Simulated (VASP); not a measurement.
# Mg in VASP: notebook, part 2 of 2

VASP 6.6.1.

## 3. Electric field gradients, r2SCAN (z stretched by +4 % at fixed volume)

POSCAR reads:

```
Mg
1.0
    3.1104247374      0.0000000000      0.0000000000
   -1.5552123687      2.6937068391      0.0000000000
    0.0000000000      0.0000000000      5.3468530960
Mg
2
Direct
    0.3333333333      0.6666666667      0.2500000000
    0.6666666667      0.3333333333      0.7500000000
```

INCAR.step1 reads:

```
PREC = Accurate ; ENCUT = 520
ISMEAR = -1 ; SIGMA = 0.08
LREAL = False ; LASPH = True
NELM = 60 ; NBANDS = 9
GGA = PE ; ALGO = Normal
EDIFF = 1E-4 ; LWAVE = True
LCHARG = False
```

INCAR.step2 reads:

```
PREC = Accurate ; ENCUT = 520
EDIFF = 1E-8 ; ISMEAR = -1
SIGMA = 0.08 ; LREAL = False
LASPH = True ; NELM = 60
ALGO = Normal ; ISIF = 2
LWAVE = False ; LCHARG = False
METAGGA = R2SCAN ; LMIXTAU = True
LEFG = True ; NBANDS = 9
ISTART = 1
```

KPOINTS reads:

```
Automatic mesh
0
Gamma
  15 15 8
```

Potentials or basis: VASP PAW PBE potentials, release 64 (Mg).

On the command line:

```bash
cat potpaw_PBE.64/Mg/POTCAR > POTCAR
cp INCAR.step1 INCAR
mpirun -np 1 vasp_std > vasp.out
cp INCAR.step2 INCAR
mpirun -np 1 vasp_std > vasp.out
```

OUTCAR:

```text
PREC = Accurate
   ENCUT = 520
   EDIFF = 1E-8
   ISMEAR = -1
   LREAL = False
   LASPH = True
   NELM = 60
   ISIF = 2
   METAGGA = R2SCAN
   ISTART = 1

 ion  position               nearest neighbor table
   1  0.333  0.667  0.250-   2 3.22   2 3.22   2 3.22   2 3.22   2 3.22   2 3.22
   2  0.667  0.333  0.750-   1 3.22   1 3.22   1 3.22   1 3.22   1 3.22   1 3.22

  LATTYP: Found a hexagonal cell.
 ALAT       =     3.1104247374
 C/A-ratio  =     1.7190106006

  Lattice vectors:

 A1 = (   3.1104247374,   0.0000000000,   0.0000000000)
 A2 = (  -1.5552123687,   2.6937068391,   0.0000000000)
 A3 = (   0.0000000000,   0.0000000000,   5.3468530960)

Analysis of symmetry for initial positions (statically):
=====================================================================
 Subroutine PRICEL returns:
 Original cell was already a primitive cell.

 Routine SETGRP: Setting up the symmetry group for a
 hexagonal supercell.

 Subroutine GETGRP returns: Found 24 space group operations
 (whereof 12 operations were pure point group operations)
 out of a pool of 24 trial point group operations.

The static configuration has the point symmetry D_3d.
 The point group associated with its full space group is D_6h.

Analysis of symmetry for dynamics (positions and initial velocities):
=====================================================================
 Subroutine PRICEL returns:
 Original cell was already a primitive cell.

 Routine SETGRP: Setting up the symmetry group for a
 hexagonal supercell.

 Subroutine GETGRP returns: Found 24 space group operations
 (whereof 12 operations were pure point group operations)
 out of a pool of 24 trial point group operations.

The dynamic configuration has the point symmetry D_3d.
 The point group associated with its full space group is D_6h.

 Subroutine INISYM returns: Found 24 space group operations
 (whereof 12 operations are pure point group operations),
 and found     1 'primitive' translations

----------------------------------------------------------------------------------------

                                     Primitive cell

  volume of cell :      44.7990

  direct lattice vectors                    reciprocal lattice vectors
     3.110424737  0.000000000  0.000000000     0.321499501  0.185617823  0.000000000
    -1.555212369  2.693706839  0.000000000     0.000000000  0.371235647  0.000000000
     0.000000000  0.000000000  5.346853096     0.000000000  0.000000000  0.187025898

  length of vectors
     3.110424737  3.110424737  5.346853096     0.371235647  0.371235647  0.187025898

  position of ions in fractional coordinates (direct lattice)
     0.333333333  0.666666667  0.250000000
     0.666666667  0.333333333  0.750000000

  ion indices of the primitive-cell ions
   primitive index   ion index
                 1           1
                 2           2

----------------------------------------------------------------------------------------

 KPOINTS: Automatic mesh

Automatic generation of k-mesh.
 Grid dimensions read from file:
[... 75 lines left out ...]
   PSTRESS=    0.0 pullay stress
   NELECT =       4.0000    total number of electrons
   NUPDOWN=      -1.0000    fix difference up-down
   EMIN   =  10.00;   EMAX   =-10.00  energy-range for DOS
   EFERMI =   0.00;   METHOD = LEGACY
   ISMEAR =    -1;   SIGMA  =   0.08  broadening in eV -4-tet -1-fermi 0-gaus
   EFERMI_NEDOS =   21; number of points for ismear=-14 and -15
   IALGO  =     38    algorithm
   IMIX   =      4    mixing-type and parameters
     AMIX     =   0.40;   BMIX     =  1.00
     AMIX_MAG =   1.60;   BMIX_MAG =  1.00
  volume/ion in A,a.u.               =      22.40       151.16
  Fermi-wavevector in a.u.,A,eV,Ry     =   0.731710  1.382731  7.284544  0.535399
  Thomas-Fermi vector in A             =   1.823993
   LORBIT       =      0    0 simple, 1 ext, 2 COOP (PROOUT), +10 PAW based schemes
   METAGGA = R2SCAN    functional components
   LHFCALC =     F    Hartree Fock is set to
   AEXX    =    0.0000 exact exchange contribution
   IVDW    =     0    specifies the selected vdW correction
   LEPSILON=     F    determine dielectric tensor
   LRPA    =     F    only Hartree local field effects (RPA)
 non-spin polarized calculation
  energy-cutoff  :      520.00
  volume of cell :       44.80
 maximum number of plane-waves:      1220
 NGX is ok and might be reduce to    24
   NGX = 11   NGY = 11   NGZ = 19

 number of electron       4.0000000 magnetization

 Free energy of the ion-electron system (eV)
  ---------------------------------------------------
  ext. energy  EPLUGINS =         0.00000000
  ---------------------------------------------------
  free energy    TOTEN  =        -8.28013676 eV

  energy without entropy =       -8.26123160  energy(sigma->0) =       -8.27068418

 E-fermi :   2.7588     XC(G=0):  -9.1196

 val. band max:        2.7416279982   @ k =   0.4000  -0.0000   0.0000
 cond. band min:       2.7624143723   @ k =   0.3333   0.1333   0.1250
 fundamental gap:      0.0207863741
 Fermi energy:         2.7587948561

 k-point     1 :       0.0000    0.0000    0.0000
  band No.  band energies     occupation
      1      -4.7247      2.00000
      2       0.5154      2.00000
      3       1.0333      2.00000
      4      14.8967      0.00000
      5      15.2756      0.00000
      6      15.2756      0.00000
      7      15.6313      0.00000
      8      15.6313      0.00000
      9      16.9206      0.00000
[... 265 lines left out ...]
 k-point    24 :       0.4000    0.2000    0.0000
  band No.  band energies     occupation
      1       1.1380      2.00000
      2       1.3885      2.00000
      3       5.0468      0.00000
      4       6.1692      0.00000
      5       6.4219      0.00000
      6       6.5412      0.00000
      7       8.5992      0.00000
      8      10.4782      0.00000
      9      11.6655      0.00000

 [... further k-points ...]
[... 5 lines left out ...]
  --------------------------------------------------------------------------------------
  -------------------------------------------------------------------------------------
  Total        0.4135425      0.4135425     -0.6138274      0.0000000      0.0000000      0.0000000
  in kB       14.7898037     14.7898037    -21.9527324      0.0000000      0.0000000      0.0000000
  external PRESSURE =       2.5422917 kB  Pullay stress =       0.0000000 kB

 VOLUME and BASIS-vectors are now :
 -----------------------------------------------------------------------------
  energy-cutoff  :      520.00
  volume of cell :       44.80
      direct lattice vectors                 reciprocal lattice vectors
     3.110424737  0.000000000  0.000000000     0.321499501  0.185617823  0.000000000
    -1.555212369  2.693706839  0.000000000     0.000000000  0.371235647  0.000000000
     0.000000000  0.000000000  5.346853096     0.000000000  0.000000000  0.187025898

 POSITION                                       TOTAL-FORCE (eV/Angst)
 -----------------------------------------------------------------------------------
     -0.00000      1.79580      1.33671         0.000000      0.000000      0.000000
      1.55521      0.89790      4.01014        -0.000000     -0.000000      0.000000
 -----------------------------------------------------------------------------------
    total drift:                                0.000000     -0.000000      0.000000

  FREE ENERGIE OF THE ION-ELECTRON SYSTEM (eV)
  ---------------------------------------------------
  free  energy   TOTEN  =        -8.2801367605 eV

  energy  without entropy=       -8.2612316038  energy(sigma->0) =       -8.27068418

 Electric field gradients (V/A^2)
---------------------------------------------------------------------
 ion       V_xx      V_yy      V_zz      V_xy      V_xz      V_yz
---------------------------------------------------------------------
   1      -2.039    -2.039     4.079    -0.000    -0.000     0.000
   2      -2.039    -2.039     4.079    -0.000     0.000    -0.000
---------------------------------------------------------------------

 Electric field gradients after diagonalization (V/A^2)
 (convention: |V_zz| > |V_xx| > |V_yy|)
----------------------------------------------------------------------
 ion       V_xx      V_yy      V_zz     asymmetry (V_yy - V_xx)/ V_zz
----------------------------------------------------------------------
   1      -2.039    -2.039     4.079       0.000
   2      -2.039    -2.039     4.079       0.000
----------------------------------------------------------------------

           NMR quadrupolar parameters

 Cq : quadrupolar parameter    Cq=e*Q*V_zz/h
 eta: asymmetry parameters     (V_yy - V_xx)/ V_zz
 Q  : nuclear electric quadrupole moment in mb (millibarn)
----------------------------------------------------------------------
 ion       Cq(MHz)       eta       Q (mb)
----------------------------------------------------------------------
   1       0.010       0.000       1.000
   2       0.010       0.000       1.000
----------------------------------------------------------------------
```

OSZICAR.step1:

```text
N       E                     dE             d eps       ncg     rms          rms(c)
DAV:   1    -0.142271007954E+00   -0.14227E+00   -0.13192E+03  2430   0.319E+02
DAV:   2    -0.297629269831E+01   -0.28340E+01   -0.27423E+01  3225   0.286E+01
DAV:   3    -0.301195558942E+01   -0.35663E-01   -0.35194E-01  3216   0.270E+00
DAV:   4    -0.301208542232E+01   -0.12983E-03   -0.12961E-03  3068   0.145E-01
DAV:   5    -0.301208604341E+01   -0.62110E-06   -0.62145E-06  3136   0.999E-03    0.950E-01
DAV:   6    -0.300603143137E+01    0.60546E-02   -0.60047E-04  2753   0.184E-01    0.608E-01
DAV:   7    -0.299883343314E+01    0.71980E-02   -0.22365E-03  2551   0.317E-01    0.334E-02
DAV:   8    -0.299884312936E+01   -0.96962E-05   -0.16750E-05  1903   0.241E-02
   1 F= -.29988431E+01 E0= -.29883544E+01  d E =-.209774E-01
```

Wall time 3.5 min (1 thread of Oxide Virtual Turin-like, shared host); peak memory 0.16 GiB.

Results:

```
Free energy                             : -8.2801 eV
Pressure                                : 0.3 GPa
Band gap on the k mesh                  : zero (bands 2 and 3 overlap by 2.70 eV)
Largest electric field gradient by atom : Mg +4.1 V/Å²
```

Electric field gradients, principal values (V/Å²):
| atom | least | middle | greatest (by size) |
| --- | --- | --- | --- |
| 1 Mg | -2.039 | -2.039 | 4.079 |
| 2 Mg | -2.039 | -2.039 | 4.079 |

Caveat: without QUAD_EFG the Cq values of the log hold for a quadrupole moment of 1 mb, not for the nuclei; the PAW data sets were made with another functional, which shifts forces and pressure a little.

## 4. Electric field gradients, r2SCAN (atom 1 (Mg) moved by [0.084853, 0.084853, 0.0] A)

POSCAR reads:

```
Mg
1.0
    3.1720232863      0.0000000000      0.0000000000
   -1.5860116431      2.7470527473      0.0000000000
    0.0000000000      0.0000000000      5.1412049000
Mg
2
Direct
    0.3755281378      0.6975554074      0.2500000000
    0.6666666667      0.3333333333      0.7500000000
```

INCAR.step1 reads:

```
PREC     = Accurate       # precision mode
ENCUT    = 520            # plane-wave cutoff, eV
ISMEAR   = -1             # smearing method
SIGMA    = 0.08           # smearing width, eV
LREAL    = False          # projectors in reciprocal space
LASPH    = True           # aspherical terms in the spheres
NELM     = 100            # most SCF steps
NBANDS   = 9              # bands
GGA      = PE             # functional
ALGO     = Normal         # electronic algorithm
EDIFF    = 1E-4           # SCF threshold, eV
LWAVE    = True           # write WAVECAR
LCHARG   = False          # write CHGCAR
```

INCAR.step2 reads:

```
PREC     = Accurate       # precision mode
ENCUT    = 520            # plane-wave cutoff, eV
EDIFF    = 1E-8           # SCF threshold, eV
ISMEAR   = -1             # smearing method
SIGMA    = 0.08           # smearing width, eV
LREAL    = False          # projectors in reciprocal space
LASPH    = True           # aspherical terms in the spheres
NELM     = 100            # most SCF steps
ALGO     = Normal         # electronic algorithm
ISIF     = 2              # what is computed and relaxed
LWAVE    = False          # write WAVECAR
LCHARG   = False          # write CHGCAR
METAGGA  = R2SCAN         # meta-GGA
LMIXTAU  = True         
LEFG     = True         
NBANDS   = 9              # bands
ISTART   = 1
```

KPOINTS reads:

```
regular mesh
0
Gamma
  15 15 8
```

Potentials or basis: VASP PAW PBE potentials, release 64 (Mg).

On the command line:

```bash
cat potpaw_PBE.64/Mg/POTCAR > POTCAR
cp INCAR.step1 INCAR
mpirun -np 1 vasp_std > vasp.out
cp INCAR.step2 INCAR
mpirun -np 1 vasp_std > vasp.out
```

OUTCAR:

```text
PREC = Accurate
   ENCUT = 520
   EDIFF = 1E-8
   ISMEAR = -1
   LREAL = False
   LASPH = True
   NELM = 100
   ISIF = 2
   METAGGA = R2SCAN
   ISTART = 1

 ion  position               nearest neighbor table
   1  0.376  0.698  0.250-   2 3.11   2 3.11   2 3.14   2 3.14   2 3.23   2 3.23
   2  0.667  0.333  0.750-   1 3.11   1 3.11   1 3.14   1 3.14   1 3.23   1 3.23

  LATTYP: Found a hexagonal cell.
 ALAT       =     3.1720232863
 C/A-ratio  =     1.6207967080

  Lattice vectors:

 A1 = (   3.1720232863,   0.0000000000,   0.0000000000)
 A2 = (  -1.5860116431,   2.7470527473,   0.0000000000)
 A3 = (   0.0000000000,   0.0000000000,   5.1412049000)

Analysis of symmetry for initial positions (statically):
=====================================================================
 Subroutine PRICEL returns:
 Original cell was already a primitive cell.

 Routine SETGRP: Setting up the symmetry group for a
 hexagonal supercell.

 Subroutine GETGRP returns: Found  4 space group operations
 (whereof  1 operations were pure point group operations)
[... 477 lines left out ...]
     3.172023286  0.000000000  0.000000000     0.315256198  0.182013251  0.000000000
    -1.586011643  2.747052747  0.000000000     0.000000000  0.364026501  0.000000000
     0.000000000  0.000000000  5.141204900     0.000000000  0.000000000  0.194506934

 POSITION                                       TOTAL-FORCE (eV/Angst)
 -----------------------------------------------------------------------------------
      0.08485      1.91622      1.28530        -0.056261     -0.068534      0.000000
      1.58601      0.91568      3.85590         0.056261      0.068534     -0.000000
 -----------------------------------------------------------------------------------
    total drift:                                0.000066      0.000122     -0.000000

  FREE ENERGIE OF THE ION-ELECTRON SYSTEM (eV)
  ---------------------------------------------------
  free  energy   TOTEN  =        -8.2995558797 eV

  energy  without entropy=       -8.2841526870  energy(sigma->0) =       -8.29185428

 Electric field gradients (V/A^2)
---------------------------------------------------------------------
 ion       V_xx      V_yy      V_zz      V_xy      V_xz      V_yz
---------------------------------------------------------------------
   1       0.381    -1.133     0.752     0.799     0.000     0.000
   2       0.381    -1.133     0.752     0.799     0.000     0.000
---------------------------------------------------------------------

 Electric field gradients after diagonalization (V/A^2)
 (convention: |V_zz| > |V_xx| > |V_yy|)
----------------------------------------------------------------------
 ion       V_xx      V_yy      V_zz     asymmetry (V_yy - V_xx)/ V_zz
----------------------------------------------------------------------
   1       0.752     0.725    -1.477       0.019
   2       0.752     0.725    -1.477       0.019
----------------------------------------------------------------------

           NMR quadrupolar parameters

 Cq : quadrupolar parameter    Cq=e*Q*V_zz/h
 eta: asymmetry parameters     (V_yy - V_xx)/ V_zz
 Q  : nuclear electric quadrupole moment in mb (millibarn)
----------------------------------------------------------------------
 ion       Cq(MHz)       eta       Q (mb)
----------------------------------------------------------------------
   1      -0.004       0.019       1.000
   2      -0.004       0.019       1.000
----------------------------------------------------------------------
```

OSZICAR.step1:

```text
N       E                     dE             d eps       ncg     rms          rms(c)
DAV:   1    -0.253118391038E+00   -0.25312E+00   -0.13015E+03 10170   0.316E+02
DAV:   2    -0.298657499180E+01   -0.27335E+01   -0.26619E+01 13634   0.273E+01
DAV:   3    -0.302782722250E+01   -0.41252E-01   -0.40865E-01 12891   0.276E+00
DAV:   4    -0.302796063059E+01   -0.13341E-03   -0.13340E-03 13169   0.154E-01
DAV:   5    -0.302796126616E+01   -0.63557E-06   -0.63561E-06 12588   0.101E-02    0.957E-01
DAV:   6    -0.302163934756E+01    0.63219E-02   -0.55525E-04 11443   0.185E-01    0.613E-01
DAV:   7    -0.301415299150E+01    0.74864E-02   -0.21491E-03 10583   0.318E-01    0.335E-02
DAV:   8    -0.301416402800E+01   -0.11036E-04   -0.15221E-05  7835   0.238E-02
   1 F= -.30141640E+01 E0= -.30051790E+01  d E =-.179701E-01
```

Run time: 10 min. Hardware: 1 thread of Oxide Virtual Turin-like, shared host; peak memory 0.31 GiB.

What came out:

```yaml
Free_energy: -8.2996 eV
Pressure: 0.1 GPa
Largest_force: 0.089 eV/Å
Band_gap_on_the_k_mesh: zero (bands 2 and 3 overlap by 2.16 eV)
Largest_electric_field_gradient_by_atom: Mg -1.5 V/Å²
```

Forces on the atoms (eV/Å):
```
Mg  -0.056 -0.069  0.000
Mg   0.056  0.069  0.000
```

Electric field gradients, principal values (V/Å²):
| atom | least | middle | greatest (by size) |
| --- | --- | --- | --- |
| 1 Mg | 0.725 | 0.752 | -1.477 |
| 2 Mg | 0.725 | 0.752 | -1.477 |

Caveat: the cell differs from its parent crystal (atom 1 (Mg) moved by [0.084853, 0.084853, 0.0] A); without QUAD_EFG the Cq values of the log hold for a quadrupole moment of 1 mb, not for the nuclei; the PAW data sets were made with another functional, which shifts forces and pressure a little.

## 5. The runs side by side

```csv
cell,gap on the mesh (eV),pressure (GPa)
"a = 3.125, b = 3.125, c = 5.295 Å, angles 90.0, 90.0, 120.0°, 2 atoms, atomic positions A",none,0.2
"a = 3.110, b = 3.110, c = 5.347 Å, angles 90.0, 90.0, 120.0°, 2 atoms, atomic positions A",none,0.3
"a = 3.172, b = 3.172, c = 5.141 Å, angles 90.0, 90.0, 120.0°, 2 atoms, atomic positions B",none,0.1
```

Alike in all rows: task electric field gradients; level r2SCAN; potentials or basis VASP PAW PBE potentials, release 64 (Mg); no spin polarisation; k mesh 15 × 15 × 8; cutoff (eV) 520; smearing fermi-dirac 0.08 eV.

Caveats: the PAW data sets were made with another functional, which shifts forces and pressure a little.

Absolute energies hang on the potentials; compare differences alone.

The gap in the log of VASP goes by the Fermi energy; the results here count the filled bands.